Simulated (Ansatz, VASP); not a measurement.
One calculation of Na, two programs

```
Na
1.0
    -2.09856    2.09856    2.09856
     2.09856   -2.09856    2.09856
     2.09856    2.09856   -2.09856
Na
1
Direct
  0.00000 0.00000 0.00000
```

Alike in both runs: task single point; functional PBE; k mesh 3 × 3 × 3; occupations fermi-dirac, width 0.1 eV; no spin polarisation.

|  | VASP | Ansatz |
| --- | --- | --- |
| version | VASP 6.6.1 | Ansatz 0.2.0 |
| potentials or method | VASP PAW PBE potentials, release 64 (Na_pv), cutoff 520 eV | plane waves (420 eV) with PAW, scalar-relativistic |
| valence electrons in the cell | 7 | 9 |

```csv
,VASP,Ansatz,Ansatz less VASP
pressure (GPa),-0.4,-0.4,+0.02
```

VASP's potentials hold 7 valence electrons a cell and Ansatz's 9, so a difference there can come from the potentials and not from the codes.

The k mesh is coarse, so the values compare programs but aren't converged.
